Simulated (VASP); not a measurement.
The system is W6Cl.

```
W Cl
1.0
     3.14194    1.81400    4.46223
    -3.14194    1.81400    4.46223
     0.00000   -3.62800    4.46223
W Cl
6 1
Direct
  0.60642 0.01529 0.62491
  0.62491 0.60642 0.01529
  0.01529 0.62491 0.60642
  0.39358 0.98471 0.37509
  0.37509 0.39358 0.98471
  0.98471 0.37509 0.39358
  0.00000 0.00000 0.00000
```

| Quantity | Value |
| --- | --- |
| Program | VASP 6.6.1 |
| Task | relaxation of cell and atoms |
| Functional | PBE |
| Potentials or basis | VASP PAW PBE potentials, release 64 (W_sv, Cl) |
| Cutoff | 600 eV |
| k mesh | 3 × 3 × 3 |
| Occupations | gaussian, width 0.2 eV |
| Spin | no spin polarisation |

At the start: pressure 1.0 GPa; volume 21.80 Å³/atom.

Task: Where does the relaxation end?

Result: Over 29 steps the energy falls by 1126.8 meV/atom and the volume is 16.40 Å³/atom (-24.8 %); space group R-3 (No. 148, to 0.05 Å).

The path:
```csv
step,energy change (eV),largest force (eV/Å),pressure (GPa),volume (Å³)
1,0.0000,3.6168,1.02,152.59
2,-1.7962,0.6578,-14.77,155.27
3,-1.7948,0.6710,-14.53,155.20
4,-2.9183,2.6606,5.42,132.63
5,-2.9528,2.3692,1.69,135.39
6,-3.5947,1.5709,5.33,129.28
7,-3.6296,1.5788,7.79,127.35
8,-4.0679,1.1338,-5.13,134.17
9,-4.0684,1.1269,-5.50,134.40
10,-4.6039,1.1984,-5.29,131.58
11,-6.1200,1.4613,-2.76,122.94
12,-4.0296,3.1327,35.95,105.13
13,-6.3138,1.6556,0.95,119.02
14,-6.3904,1.8378,5.58,115.13
15,-6.5671,1.6902,4.98,114.63
16,-6.7605,1.2207,4.90,113.13
17,-6.7741,1.2946,4.58,113.46
18,-6.9939,1.0377,1.86,114.35
19,-7.4189,0.3923,-4.75,116.95
20,-7.4965,0.6024,-12.68,121.82
21,-7.5725,0.2391,-9.86,119.67
22,-7.7918,0.4489,-3.94,116.54
23,-7.8224,0.5820,-0.84,115.13
24,-7.8228,0.5996,-0.43,114.95
25,-7.8480,0.4652,-0.05,114.72
26,-7.8813,0.0771,1.45,114.03
27,-7.8859,0.0709,-0.48,114.97
28,-7.8861,0.0663,-0.21,114.83
29,-7.8874,0.0537,-0.13,114.82
```

Final structure:
```cif
data_structure
_symmetry_space_group_name_H-M 'P 1'
_symmetry_Int_Tables_number 1
_cell_length_a 5.5264
_cell_length_b 5.5264
_cell_length_c 5.5264
_cell_angle_alpha 58.343
_cell_angle_beta 58.343
_cell_angle_gamma 58.343
_cell_volume 114.82
loop_
_atom_site_label
_atom_site_type_symbol
_atom_site_fract_x
_atom_site_fract_y
_atom_site_fract_z
_atom_site_occupancy
W1 W 0.47842 0.08940 0.69245 1
W2 W 0.69245 0.47842 0.08940 1
W3 W 0.08940 0.69245 0.47842 1
W4 W 0.52158 0.91060 0.30755 1
W5 W 0.30755 0.52158 0.91060 1
W6 W 0.91060 0.30755 0.52158 1
Cl1 Cl 0.00000 0.00000 0.00000 1
```

Caveat: the k points lie up to 0.47 Å⁻¹ apart in the final cell; the volume moved by over 15 % at a fixed basis, so the end points are rough; an odd number of electrons without spin polarisation forces a metal; a magnetic or distorted state may lie lower; the relaxation stopped at a loose force limit of 0.08 eV/Å, so its end isn't a converged minimum.
